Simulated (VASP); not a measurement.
**GaN: single point with HSE06**

GaN:

```xyz
2
Lattice="0.0000 2.3164 2.1731 2.3164 0.0000 2.1731 2.3164 2.3164 0.0000" Properties=species:S:1:pos:R:3 pbc="T T T"
Ga    0.0000    0.0000    0.0000
N     1.1582    1.1582    1.0865
```

This cell differs from its parent crystal: epitaxial xy strain +3.0%.

| Item | Value |
| --- | --- |
| Program | VASP 6.6.1 |
| Task | single point |
| Functional | HSE06 |
| Potentials or basis | VASP PAW PBE potentials, release 64 (Ga_d, N) |
| Cutoff | 520 eV |
| k mesh | 6 × 6 × 6 |
| Occupations | gaussian, width 0.01 eV |
| Spin | no spin polarisation |
| Dipole correction | no |
| Grid for exact exchange (PRECFOCK) | Normal |
| Further INCAR settings | ALGO = Normal; EDIFF = 1e-06; NBANDS = 16 |
| Share of exact exchange | 0.25 |
| Screening parameter | 0.2079 1/Å |

```yaml
Pressure: -5.0 GPa
Band_gap_on_the_k_mesh: 2.65 eV
```

Stress tensor (GPa, compression positive):
```
-7.51  0.00  0.00
 0.00 -7.51  0.00
 0.00  0.00  0.06
```

Levels at points of the mesh, in eV from the valence-band top:
```csv
k point,band 6,band 7,band 8,band 9,band 10,band 11,band 12,band 13
"(0.00, 0.00, 0.00)",-15.46,-0.26,-0.26,0.00,2.65,11.52,11.70,11.70
"(0.50, 0.00, 0.00)",-13.78,-7.57,-1.42,-0.96,5.66,10.16,11.14,12.26
"(0.50, 0.50, 0.00)",-12.99,-6.17,-3.33,-3.33,4.03,7.13,13.87,15.40
"(0.50, 0.00, 0.50)",-13.35,-6.88,-2.85,-2.79,4.42,8.23,12.91,14.99
```

Run time: 65 min on 1 thread of AMD EPYC 7R43 64-Core Processor (Zen 3), on a shared host, peak memory 0.23 GiB.

Caveat: the cell differs from its parent crystal (epitaxial xy strain +3.0%); the cell stands under tension; the PAW data sets were made with another functional, which shifts forces and pressure a little.
